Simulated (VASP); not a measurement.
Here is a VASP 6.6.1 calculation.

The input INCAR:

```
SYSTEM = CuSn
PREC = Accurate
ENCUT = 520
EDIFF = 1E-7
ISMEAR = 0
SIGMA = 0.1
LREAL = .False.
LASPH = .True.
NELM = 80
ALGO = Fast
ISIF = 2
LWAVE = .False.
LCHARG = .True.
LELF = .True.
LVHAR = .True.
NBANDS = 33
```

Contents of KPOINTS:

```
regular mesh
0
Gamma
  12 12 8
  0 0 0
```

POSCAR

```
CuSn
1.0
    4.0739521382      0.0000000000      0.0000000000
   -2.0369760691      3.5281460455      0.0000000000
    0.0000000000      0.0000000000      4.9202481097
Cu Sn
2 2
Direct
    0.0000000000      0.0000000000      0.0000000000
    0.0000000000      0.0000000000      0.5000000000
    0.3333333333      0.6666666667      0.2500000000
    0.6666666667      0.3333333333      0.7500000000
```

Potentials or basis: VASP PAW LDA potentials, release 64 (Cu, Sn_d).

Command:

```console
$ cat potpaw_LDA.64/Cu/POTCAR potpaw_LDA.64/Sn_d/POTCAR > POTCAR
$ mpirun -np 1 vasp_std > vasp.out
```

Q: Estimate the pressure.

A: 0.3 GPa.

Q: Estimate the band gap on the k mesh.

A: Zero (bands 25 and 26 overlap by 4.86 eV).

Stress tensor (GPa, compression positive):
```
0.25 0.00 0.00
0.00 0.25 0.00
0.00 0.00 0.36
```

Caveat: spin-orbit coupling is left out, which moves the levels of the heavy elements.
